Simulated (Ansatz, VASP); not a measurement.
## AlNi3 in VASP and in Ansatz

Contents of INCAR:

```
  ALGO = Fast
  EDIFF = 1E-6
  ENCUT = 520
  GGA = PS
  ISIF = 2
  ISMEAR = 0
  LASPH = T
  LCHARG = F
  LREAL = F
  LWAVE = F
  NBANDS = 24
  NELM = 80
  PREC = Accurate
  SIGMA = 0.15
```

File KPOINTS:

```
k-points
0
Gamma
  14 14 14
```

Contents of POSCAR:

```
AlNi3
1.0
    0.2075887025      2.9058820627      2.9058820627
    2.9058820627      0.2075887025      2.9058820627
    2.9058820627      2.9058820627      0.2075887025
Al Ni
1 3
Direct
    0.5000000000      0.5000000000      0.5000000000
    0.2500000000      0.2500000000      0.2500000000
    0.0000000000      0.0000000000      0.0000000000
    0.7500000000      0.7500000000      0.7500000000
```

Input for Ansatz:

```yaml
crystal:
  lattice:
    - [0.2075887025, 2.9058820627, 2.9058820627]
    - [2.9058820627, 0.2075887025, 2.9058820627]
    - [2.9058820627, 2.9058820627, 0.2075887025]
  atoms:
    - { symbol: Al, position: [0.5, 0.5, 0.5] }
    - { symbol: Ni, position: [0.25, 0.25, 0.25] }
    - { symbol: Ni, position: [0.0, 0.0, 0.0] }
    - { symbol: Ni, position: [0.75, 0.75, 0.75] }
basis:
  ecutwfc: 520.0
kpoints:
  mp_grid: { grid: [14, 14, 14] }
hamiltonian:
  xc: pbesol
  pseudopotentials: { kind: paw, azcp: { folder: soft_1 } }
scf:
  occupations: { method: gaussian, width: 0.15 }
output:
  forces: true
  stress: true
  eigenvalues: true
```

Alike in both runs: task single point; functional PBEsol; k mesh 14 × 14 × 14; occupations gaussian, width 0.15 eV; no spin polarisation.

```csv
,VASP,Ansatz
version,VASP 6.6.1,Ansatz 0.2.0
potentials or method,"VASP PAW PBE potentials, release 64 (Al, Ni), cutoff 520 eV","scalar-relativistic, plane waves, PAW"
valence electrons in the cell,33,57
```

|  | VASP | Ansatz | Ansatz less VASP |
| --- | --- | --- | --- |
| gap on the k mesh at the Fermi level (eV) | none | none | - |
| pressure (GPa) | 2.6 | 2.5 | -0.06 |
| traceless stress, the component that is largest in VASP (GPa) | -8.89 | -8.97 | -0.073 |
| rms of the force components (eV/Å) | 0.037 | 0.040 | +0.0038 |

VASP's potentials were made for PBE, not for PBEsol, and Ansatz warns of the same on its side. Atom by atom the forces differ by 0.004 eV/Å (rms over components). A gap of «none» marks a metal or a gap that the smearing closes. VASP's potentials hold 33 valence electrons a cell and Ansatz's 57, so a difference there can come from the potentials and not from the codes.
